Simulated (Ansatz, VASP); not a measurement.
**AlNi3 in VASP and in Ansatz**

```
CELL_PARAMETERS angstrom
3.52305 0.00000 0.00000
0.00000 3.52305 0.00000
0.00000 0.00000 3.52305
ATOMIC_POSITIONS crystal
Ni 0.50000 0.50000 0.00000
Ni 0.50000 0.00000 0.50000
Ni 0.00000 0.50000 0.50000
Al 0.00000 0.00000 0.00000
```

Alike in both runs: functional LDA; k mesh 8 × 8 × 8; occupations fermi-dirac, width 0.05 eV; collinear spin.

|  | VASP | Ansatz |
| --- | --- | --- |
| version | VASP 6.6.1 | Ansatz 0.2.0 |
| potentials or method | VASP PAW LDA potentials, release 64 (Ni, Al), cutoff 520 eV | all-electron LAPW, scalar-relativistic |
| task | single point | band structure |

|  | VASP | Ansatz | Ansatz less VASP |
| --- | --- | --- | --- |
| gap on the k mesh at the Fermi level (eV) | none | none | - |
| pressure (GPa) | -7.2 | -7.5 | -0.33 |
| net moment per atom (μB) | 0.09 | 0.12 | +0.030 |
| size of the moment on the site where the two differ most (μB) | 0.13 | 0.18 | +0.046 |

LDA's correlation is that of Perdew and Zunger in VASP and of Perdew and Wang (1992) in Ansatz. Site moments also hang on the region over which each program counts them. A gap of «none» marks a metal or a gap that the smearing closes. Ansatz ran all-electron here, and VASP with PAW potentials.
